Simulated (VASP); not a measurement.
Write the native input for VASP 6.6.1 that does the following.

```yaml
Task: electric field gradients
Functional: PBEsol
Potentials_or_basis: VASP PAW PBE potentials, release 64 (Li_sv)
Cutoff: 520 eV
k_mesh: 15 × 15 × 8
Occupations: fermi-dirac, width 0.03 eV
Spin: no spin polarisation
Dipole_correction: no
Further_INCAR_settings: ALGO = Normal; EDIFF = 1e-08; NBANDS = 10
```

The structure of Li lies in POSCAR:

```
Li
1.0
    3.1720176844      0.0000000000      0.0000000000
   -1.5860088422      2.7470478959      0.0000000000
    0.0000000000      0.0000000000      5.1928881046
Li
2
Direct
    0.3333333333      0.6666666667      0.2500000000
    0.6666666667      0.3333333333      0.7500000000
```

This isn't the form of Li at room conditions, which is bcc.

One way to write it, as run:

INCAR

```
PREC = Accurate
ENCUT = 520
EDIFF = 1E-8
ISMEAR = -1
SIGMA = 0.03
LREAL = F
LASPH = T
NELM = 100
ALGO = Normal
ISIF = 2
LWAVE = F
LCHARG = F
GGA = PS
LEFG = T
NBANDS = 10
```

KPOINTS

```
Automatic mesh
0
Gamma
  15 15 8
```

Potentials or basis: VASP PAW PBE potentials, release 64 (Li_sv).

Launch:

```sh
$ cat potpaw_PBE.64/Li_sv/POTCAR > POTCAR
$ mpirun -np 1 vasp_std > vasp.out
```

It gave:

The band gap on the k mesh is zero (bands 3 and 4 overlap by 4.39 eV). The largest electric field gradient by atom is under 0.05 V/Å² on every atom.

It took 20 s on 1 thread of Intel(R) Xeon(R) Platinum 8488C (Sapphire Rapids) (shared host), peak memory 0.17 GiB.
